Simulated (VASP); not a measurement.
# Ru in VASP: notebook, part 2 of 3

VASP 6.6.1. The steps go on from the part before.

**4. Single point, PBE**

This run uses another cell than the first one: it holds 2 atoms, not 4.

The input, INCAR:

```
SYSTEM = Ru
PREC = Accurate
ENCUT = 520
EDIFF = 1E-7
ISMEAR = 0
SIGMA = 0.1
LREAL = .False.
LASPH = .True.
NELM = 100
ALGO = Fast
ISIF = 2
LWAVE = .False.
LCHARG = .False.
GGA = PE
NBANDS = 21
```

The input, KPOINTS:

```
regular mesh
0
Gamma
  24 24 14
  0 0 0
```

The input, POSCAR:

```
Ru
1.0
    2.7217464577      0.0000000000      0.0000000000
   -1.3608732288      2.3571015750      0.0000000000
    0.0000000000      0.0000000000      4.2918418458
Ru
2
Direct
    0.3333333333      0.6666666667      0.7500000000
    0.6666666667      0.3333333333      0.2500000000
```

Potentials or basis: VASP PAW PBE potentials, release 64 (Ru_pv).

Started as:

```console
cat potpaw_PBE.64/Ru_pv/POTCAR > POTCAR
mpirun -np 1 vasp_std > vasp.out
```

OUTCAR:

```text
SYSTEM = Ru
   PREC = Accurate
   ENCUT = 520
   EDIFF = 1E-7
   ISMEAR = 0
   LREAL = .False.
   LASPH = .True.
   NELM = 100
   ISIF = 2
   GGA = PE

 ion  position               nearest neighbor table
   1  0.333  0.667  0.750-   2 2.66   2 2.66   2 2.66   2 2.66   2 2.66   2 2.66
   2  0.667  0.333  0.250-   1 2.66   1 2.66   1 2.66   1 2.66   1 2.66   1 2.66

  LATTYP: Found a hexagonal cell.
 ALAT       =     2.7217464577
 C/A-ratio  =     1.5768705544

  Lattice vectors:

 A1 = (   2.7217464577,   0.0000000000,   0.0000000000)
 A2 = (  -1.3608732288,   2.3571015750,   0.0000000000)
 A3 = (   0.0000000000,   0.0000000000,   4.2918418458)

Analysis of symmetry for initial positions (statically):
=====================================================================
 Subroutine PRICEL returns:
 Original cell was already a primitive cell.

 Routine SETGRP: Setting up the symmetry group for a
 hexagonal supercell.

 Subroutine GETGRP returns: Found 24 space group operations
 (whereof 12 operations were pure point group operations)
 out of a pool of 24 trial point group operations.

The static configuration has the point symmetry D_3d.
 The point group associated with its full space group is D_6h.
[... 160 lines left out ...]

  energy without entropy =      -18.45992660  energy(sigma->0) =      -18.46510902

 E-fermi :  12.5972     XC(G=0): -14.0335

 val. band max:       12.5961801917   @ k =   0.3750   0.0417   0.4286
 cond. band min:      12.5980029742   @ k =   0.3333   0.0417   0.2857
 fundamental gap:      0.0018227824
 Fermi energy:        12.5971707172

 k-point     1 :       0.0000    0.0000    0.0000
  band No.  band energies     occupation
      1     -31.0123      2.00000
      2     -30.1234      2.00000
      3     -30.1234      2.00000
      4     -29.9574      2.00000
      5     -29.9574      2.00000
      6     -29.9121      2.00000
[... 565 lines left out ...]
     20      24.4549      0.00000
     21      25.2994      0.00000

 [... further k-points ...]

------------------------ aborting loop because EDIFF is reached ----------------------------------------

  FORCE on cell =-STRESS in cart. coord.  units (eV):
  Direction    XX          YY          ZZ          XY          YZ          ZX
  --------------------------------------------------------------------------------------
  -------------------------------------------------------------------------------------
  Total       -0.0182545     -0.0182545     -0.0141832     -0.0000000     -0.0000000     -0.0000000
  in kB       -1.0622128     -1.0622128     -0.8253037     -0.0000000     -0.0000000     -0.0000000
  external PRESSURE =      -0.9832431 kB  Pullay stress =       0.0000000 kB

 VOLUME and BASIS-vectors are now :
 -----------------------------------------------------------------------------
  energy-cutoff  :      520.00
  volume of cell :       27.53
      direct lattice vectors                 reciprocal lattice vectors
     2.721746458  0.000000000  0.000000000     0.367411151  0.212124927  0.000000000
    -1.360873229  2.357101575  0.000000000     0.000000000  0.424249854  0.000000000
     0.000000000  0.000000000  4.291841846     0.000000000  0.000000000  0.233000198

 POSITION                                       TOTAL-FORCE (eV/Angst)
 -----------------------------------------------------------------------------------
     -0.00000      1.57140      3.21888        -0.000000      0.000000      0.000000
      1.36087      0.78570      1.07296         0.000000      0.000000      0.000000
 -----------------------------------------------------------------------------------
    total drift:                               -0.000000      0.000000     -0.000000

  FREE ENERGIE OF THE ION-ELECTRON SYSTEM (eV)
  ---------------------------------------------------
  free  energy   TOTEN  =       -18.4702914390 eV

  energy  without entropy=      -18.4599266042  energy(sigma->0) =      -18.46510902
```

OSZICAR:

```text
N       E                     dE             d eps       ncg     rms          rms(c)
DAV:   1     0.286724359400E+03    0.28672E+03   -0.17567E+04 20528   0.148E+03
DAV:   2    -0.140240809927E+02   -0.30075E+03   -0.29157E+03 21066   0.444E+02
DAV:   3    -0.197886988816E+02   -0.57646E+01   -0.57302E+01 24066   0.688E+01
DAV:   4    -0.198317258146E+02   -0.43027E-01   -0.42975E-01 25789   0.569E+00
DAV:   5    -0.198322820554E+02   -0.55624E-03   -0.55289E-03 23517   0.570E-01    0.172E+01
RMM:   6    -0.185557769379E+02    0.12765E+01   -0.27993E+00 20888   0.140E+01    0.451E+00
RMM:   7    -0.184772464382E+02    0.78530E-01   -0.35156E-01 22359   0.446E+00    0.971E-01
RMM:   8    -0.184710352934E+02    0.62111E-02   -0.20475E-02 23229   0.135E+00    0.471E-01
RMM:   9    -0.184702769497E+02    0.75834E-03   -0.22288E-03 23350   0.428E-01    0.647E-02
RMM:  10    -0.184702948684E+02   -0.17919E-04   -0.31723E-04 24001   0.166E-01    0.147E-02
RMM:  11    -0.184702932529E+02    0.16154E-05   -0.47326E-05 24997   0.474E-02    0.456E-03
RMM:  12    -0.184702912395E+02    0.20135E-05   -0.81718E-06 25963   0.176E-02    0.258E-03
RMM:  13    -0.184702914451E+02   -0.20561E-06   -0.11335E-06 22998   0.693E-03    0.551E-04
RMM:  14    -0.184702913381E+02    0.10700E-06   -0.12808E-07 17478   0.214E-03    0.271E-04
RMM:  15    -0.184702914454E+02   -0.10728E-06   -0.29423E-08 13897   0.997E-04    0.660E-05
RMM:  16    -0.184702914390E+02    0.63483E-08   -0.13347E-08 11072   0.590E-04
   1 F= -.18470291E+02 E0= -.18465109E+02  d E =-.103648E-01
```

Wall time 2.9 min (1 thread of Intel Xeon Platinum 8488C (Sapphire Rapids), shared host); peak memory 0.32 GiB.

Results:

```yaml
Free_energy: -18.4703 eV
Pressure: -0.1 GPa
Band_gap_on_the_k_mesh: zero (bands 14 and 15 overlap by 3.09 eV)
```

**5. Relaxation of cell and atoms, PBE**

This run uses another cell than the first one: it holds 2 atoms, not 4.

The input, INCAR:

```
SYSTEM = Ru
ALGO = Fast
EDIFF = 1E-6
EDIFFG = -0.01
ENCUT = 600
GGA = PE
IBRION = 2
ISIF = 3
ISMEAR = 0
LASPH = .True.
LCHARG = .False.
LREAL = .False.
LWAVE = .False.
NELM = 100
NSW = 100
PREC = Accurate
SIGMA = 0.1
```

The input, KPOINTS:

```
k-points
0
Gamma
  24 24 14
  0 0 0
```

The input, POSCAR:

```
Ru
1.0
    2.7201646506      0.0000000000      0.0000000000
   -1.3600823253      2.3557316899      0.0000000000
    0.0000000000      0.0000000000      4.2953711307
Ru
2
Direct
    0.3333333333      0.6666666667      0.7500000000
    0.6666666667      0.3333333333      0.2500000000
```

Started as:

```console
cat potpaw_PBE.64/Ru_pv/POTCAR > POTCAR
mpirun -np 1 vasp_std > vasp.out
```

Wall time 6.5 min (1 thread of Intel Xeon Platinum 8488C (Sapphire Rapids), shared host); peak memory 0.36 GiB.

The run converged. Its results:

| Item | Value |
| --- | --- |
| Free energy | -18.4706 eV |
| Energy gained by relaxing | 0.0 meV/atom |
| Ionic steps | 3 |
| Pressure after relaxing | 0.0 GPa |
| Band gap on the k mesh | zero (bands 14 and 15 overlap by 3.10 eV) |

Final structure:
```xyz
2
Lattice="2.7213 0.0000 0.0000 -1.3606 2.3567 0.0000 0.0000 0.0000 4.2915" Properties=species:S:1:pos:R:3 pbc="T T T"
Ru    0.0000    1.5711    3.2186
Ru    1.3606    0.7856    1.0729
```

Levels at points of the mesh, in eV from the Fermi level:
| k point | band 10 | band 11 | band 12 | band 13 | band 14 | band 15 | band 16 | band 17 | band 18 |
| --- | --- | --- | --- | --- | --- | --- | --- | --- | --- |
| (0.00, 0.00, 0.00) | -2.56 | -2.35 | -1.88 | -1.88 | -1.40 | -1.40 | 1.15 | 1.15 | 1.31 |
| (0.50, 0.00, 0.00) | -2.99 | -2.03 | -1.79 | -1.48 | 1.36 | 1.78 | 1.88 | 3.97 | 6.01 |
| (0.00, 0.00, 0.50) | -2.73 | -2.73 | -2.73 | -2.66 | -2.66 | 0.52 | 0.52 | 0.52 | 0.52 |
| (0.50, 0.00, 0.50) | -4.44 | -1.06 | -1.06 | 0.43 | 0.43 | 1.61 | 1.61 | 3.33 | 3.33 |

**6. Single point, PBE**

This run uses another cell than the first one: it holds 2 atoms, not 4.

The input, INCAR:

```
SYSTEM = Ru
PREC = Accurate
ENCUT = 520
EDIFF = 1E-7
ISMEAR = 0
SIGMA = 0.1
LREAL = .FALSE.
LASPH = .TRUE.
NELM = 60
ALGO = Fast
ISIF = 2
LWAVE = .FALSE.
LCHARG = .FALSE.
GGA = PE
NBANDS = 21
```

The input, KPOINTS:

```
regular mesh
0
G
  9 9 4
  0 0 0
```

The input, POSCAR:

```
Ru
1.0
    2.7255281875      0.0000000000      0.0000000000
   -1.3627640937      2.3603766492      0.0000000000
    0.0000000000      0.0000000000      4.2851473334
Ru
2
Direct
    0.3333333333      0.6666666667      0.2500000000
    0.6666666667      0.3333333333      0.7500000000
```

Potentials or basis: VASP PAW PBE potentials, release 64 (Ru_pv).

Started as:

```console
cat potpaw_PBE.64/Ru_pv/POTCAR > POTCAR
mpirun -np 1 vasp_std > vasp.out
```

OUTCAR:

```text
SYSTEM = Ru
   PREC = Accurate
   ENCUT = 520
   EDIFF = 1E-7
   ISMEAR = 0
   LREAL = .FALSE.
   LASPH = .TRUE.
   NELM = 60
   ISIF = 2
   GGA = PE

 ion  position               nearest neighbor table
   1  0.333  0.667  0.250-   2 2.66   2 2.66   2 2.66   2 2.66   2 2.66   2 2.66
   2  0.667  0.333  0.750-   1 2.66   1 2.66   1 2.66   1 2.66   1 2.66   1 2.66

  LATTYP: Found a hexagonal cell.
 ALAT       =     2.7255281875
 C/A-ratio  =     1.5722263864

  Lattice vectors:

 A1 = (   2.7255281875,   0.0000000000,   0.0000000000)
 A2 = (  -1.3627640937,   2.3603766492,   0.0000000000)
 A3 = (   0.0000000000,   0.0000000000,   4.2851473334)

Analysis of symmetry for initial positions (statically):
=====================================================================
 Subroutine PRICEL returns:
 Original cell was already a primitive cell.

 Routine SETGRP: Setting up the symmetry group for a
 hexagonal supercell.

 Subroutine GETGRP returns: Found 24 space group operations
 (whereof 12 operations were pure point group operations)
 out of a pool of 24 trial point group operations.

The static configuration has the point symmetry D_3d.
 The point group associated with its full space group is D_6h.

Analysis of symmetry for dynamics (positions and initial velocities):
=====================================================================
 Subroutine PRICEL returns:
 Original cell was already a primitive cell.

 Routine SETGRP: Setting up the symmetry group for a
 hexagonal supercell.

 Subroutine GETGRP returns: Found 24 space group operations
 (whereof 12 operations were pure point group operations)
 out of a pool of 24 trial point group operations.

The dynamic configuration has the point symmetry D_3d.
 The point group associated with its full space group is D_6h.

 Subroutine INISYM returns: Found 24 space group operations
 (whereof 12 operations are pure point group operations),
 and found     1 'primitive' translations

----------------------------------------------------------------------------------------

                                     Primitive cell

  volume of cell :      27.5675

  direct lattice vectors                    reciprocal lattice vectors
     2.725528188  0.000000000  0.000000000     0.366901360  0.211830599  0.000000000
    -1.362764094  2.360376649  0.000000000     0.000000000  0.423661198  0.000000000
     0.000000000  0.000000000  4.285147333     0.000000000  0.000000000  0.233364205

  length of vectors
     2.725528188  2.725528188  4.285147333     0.423661198  0.423661198  0.233364205

  position of ions in fractional coordinates (direct lattice)
     0.333333333  0.666666667  0.250000000
     0.666666667  0.333333333  0.750000000

  ion indices of the primitive-cell ions
   primitive index   ion index
                 1           1
                 2           2

----------------------------------------------------------------------------------------

 KPOINTS: regular mesh

Automatic generation of k-mesh.
 Grid dimensions read from file:
 generate k-points for:    9    9    4

 Generating k-lattice:

  Cartesian coordinates                     Fractional coordinates (reciprocal lattice)
     0.040766818  0.023536733  0.000000000     0.111111111 -0.000000000  0.000000000
     0.000000000  0.047073466  0.000000000     0.000000000  0.111111111  0.000000000
     0.000000000  0.000000000  0.058341051     0.000000000  0.000000000  0.250000000

  Length of vectors
     0.047073466  0.047073466  0.058341051

  Shift w.r.t. Gamma in fractional coordinates (k-lattice)
     0.000000000  0.000000000  0.000000000

 Subroutine IBZKPT returns following result:
 ===========================================

 Found     36 irreducible k-points:

 Following reciprocal coordinates:
            Coordinates               Weight
  0.000000  0.000000  0.000000      1.000000
  0.111111  0.000000  0.000000      6.000000
  0.222222  0.000000  0.000000      6.000000
  0.333333  0.000000  0.000000      6.000000
  0.444444  0.000000  0.000000      6.000000
  0.111111  0.111111  0.000000      6.000000
[... 16 lines left out ...]
  0.333333  0.222222  0.250000     24.000000
  0.333333  0.333333  0.250000      4.000000
 [... further k-points ...]
   k-points           NKPTS =     36   k-points in BZ     NKDIM =     36   number of bands    NBANDS=     21
   number of dos      NEDOS =    301   number of ions     NIONS =      2
   total plane-waves  NPLWV =  12800
   dimension x,y,z NGX =    20 NGY =   20 NGZ =   32
   dimension x,y,z NGXF=    40 NGYF=   40 NGZF=   64
   ions per type =               2
   NGX,Y,Z   is equivalent  to a cutoff of  12.20, 12.20, 12.41 a.u.
   NGXF,Y,Z  is equivalent  to a cutoff of  24.40, 24.40, 24.83 a.u.
 SYSTEM =  Ru
   PREC   = accura    normal or accurate (medium, high low for compatibility)
   ISTART =      0    job   : 0-new  1-cont  2-samecut
   ICHARG =      2    charge: 1-file 2-atom 10-const
   ISPIN  =      1    spin polarized calculation?
   LNONCOLLINEAR =      F non collinear calculations
   LSORBIT =      F    spin-orbit coupling
   LASPH  =      T    aspherical Exc in radial PAW
   ENCUT  =  520.0 eV  38.22 Ry    6.18 a.u.   5.07  5.07  7.97*2*pi/ulx,y,z
   NELM   =     60;   NELMIN=  2; NELMDL= -5     # of ELM steps
   EDIFF  = 0.1E-06   stopping-criterion for ELM
   LREAL  =      F    real-space projection
   EDIFFG = 0.1E-05   stopping-criterion for IOM
   NSW    =      0    number of steps for IOM
   IBRION =     -1    ionic relax: 0-MD 1-quasi-New 2-CG
   NFREE  =      0    steps in history (QN), initial steepest desc. (CG)
   ISIF   =      2    stress and relaxation
   ISYM   =      2    0-nonsym 1-usesym 2-fastsym
   POTIM  = 0.5000    time-step for ionic-motion
   TEBEG  =    0.0;   TEEND  =   0.0 temperature during run
   PSTRESS=    0.0 pullay stress
   NELECT =      28.0000    total number of electrons
   NUPDOWN=      -1.0000    fix difference up-down
   EMIN   =  10.00;   EMAX   =-10.00  energy-range for DOS
   EFERMI =   0.00;   METHOD = LEGACY
   ISMEAR =     0;   SIGMA  =   0.10  broadening in eV -4-tet -1-fermi 0-gaus
   EFERMI_NEDOS =   21; number of points for ismear=-14 and -15
   IALGO  =     68    algorithm
   IMIX   =      4    mixing-type and parameters
     AMIX     =   0.40;   BMIX     =  1.00
     AMIX_MAG =   1.60;   BMIX_MAG =  1.00
  volume/ion in A,a.u.               =      13.78        93.02
  Fermi-wavevector in a.u.,A,eV,Ry     =   1.645615  3.109762 36.845244  2.708049
  Thomas-Fermi vector in A             =   2.735382
   LORBIT       =      0    0 simple, 1 ext, 2 COOP (PROOUT), +10 PAW based schemes
   GGA     = PE    functional components
   LHFCALC =     F    Hartree Fock is set to
   AEXX    =    0.0000 exact exchange contribution
   IVDW    =     0    specifies the selected vdW correction
   LEPSILON=     F    determine dielectric tensor
   LRPA    =     F    only Hartree local field effects (RPA)
 non-spin polarized calculation
 RMM-DIIS sequential band-by-band and
 Gauss-broadening in eV      SIGMA  =   0.10
  energy-cutoff  :      520.00
  volume of cell :       27.57
 maximum number of plane-waves:       759
   NGX = 11   NGY = 11   NGZ = 15

 number of electron      28.0000011 magnetization

 Free energy of the ion-electron system (eV)
  ---------------------------------------------------
  ext. energy  EPLUGINS =         0.00000000
  ---------------------------------------------------
  free energy    TOTEN  =       -18.46323570 eV

  energy without entropy =      -18.45247768  energy(sigma->0) =      -18.45785669

 E-fermi :  12.7350     XC(G=0): -14.0262

 val. band max:       12.7281442597   @ k =   0.3333   0.0000   0.0000
 cond. band min:      12.7611763000   @ k =   0.3333   0.3333   0.2500
 fundamental gap:      0.0330320403
 Fermi energy:        12.7350011470

 k-point     1 :       0.0000    0.0000    0.0000
  band No.  band energies     occupation
      1     -31.0478      2.00000
      2     -30.1449      2.00000
      3     -30.1449      2.00000
      4     -29.9769      2.00000
      5     -29.9769      2.00000
      6     -29.9456      2.00000
[... 13 lines left out ...]
     20      22.9969      0.00000
     21      23.0157      0.00000
[... 529 lines left out ...]
 k-point    24 :       0.3333    0.3333    0.2500
  band No.  band energies     occupation
      1     -30.7144      2.00000
      2     -30.7144      2.00000
      3     -30.6644      2.00000
      4     -30.4130      2.00000
      5     -30.2235      2.00000
      6     -30.2235      2.00000
[... 13 lines left out ...]
     20      25.0340      0.00000
     21      25.3226      0.00000

 [... further k-points ...]

------------------------ aborting loop because EDIFF is reached ----------------------------------------

  FORCE on cell =-STRESS in cart. coord.  units (eV):
  Direction    XX          YY          ZZ          XY          YZ          ZX
  --------------------------------------------------------------------------------------
  -------------------------------------------------------------------------------------
  Total       -0.0539170     -0.0539170     -0.0380324     -0.0000000      0.0000000     -0.0000000
  in kB       -3.1335656     -3.1335656     -2.2103779     -0.0000000      0.0000000     -0.0000000
  external PRESSURE =      -2.8258364 kB  Pullay stress =       0.0000000 kB

 VOLUME and BASIS-vectors are now :
 -----------------------------------------------------------------------------
  energy-cutoff  :      520.00
  volume of cell :       27.57
      direct lattice vectors                 reciprocal lattice vectors
     2.725528188  0.000000000  0.000000000     0.366901360  0.211830599  0.000000000
    -1.362764094  2.360376649  0.000000000     0.000000000  0.423661198  0.000000000
     0.000000000  0.000000000  4.285147333     0.000000000  0.000000000  0.233364205

 POSITION                                       TOTAL-FORCE (eV/Angst)
 -----------------------------------------------------------------------------------
     -0.00000      1.57358      1.07129        -0.000000      0.000000      0.000000
      1.36276      0.78679      3.21386         0.000000     -0.000000      0.000000
 -----------------------------------------------------------------------------------
    total drift:                               -0.000000      0.000000     -0.000000

  FREE ENERGIE OF THE ION-ELECTRON SYSTEM (eV)
  ---------------------------------------------------
  free  energy   TOTEN  =       -18.4632357038 eV

  energy  without entropy=      -18.4524776771  energy(sigma->0) =      -18.45785669
```

Run time: 30 s. Hardware: 1 thread of Intel Xeon 8259CL, shared host; peak memory 0.14 GiB.

Results:

- Free energy: -18.4632 eV
- Pressure: -0.3 GPa
- Band gap on the k mesh: zero (bands 14 and 15 overlap by 2.95 eV)

Levels at points of the mesh, in eV from the Fermi level:
```csv
k point,band 12,band 13,band 14,band 15,band 16,band 17
"(0.00, 0.00, 0.00)",-2.03,-2.03,-1.58,-1.58,0.98,0.98
"(0.00, 0.00, 0.50)",-2.89,-2.80,-2.80,0.36,0.36,0.36
```

Caveat: the k points lie up to 0.37 Å⁻¹ apart, too coarse for converged energies and pressures of a metal.

(Continued in part 3 of 3.)

The gap in the log of VASP goes by the Fermi energy; the results here count the filled bands.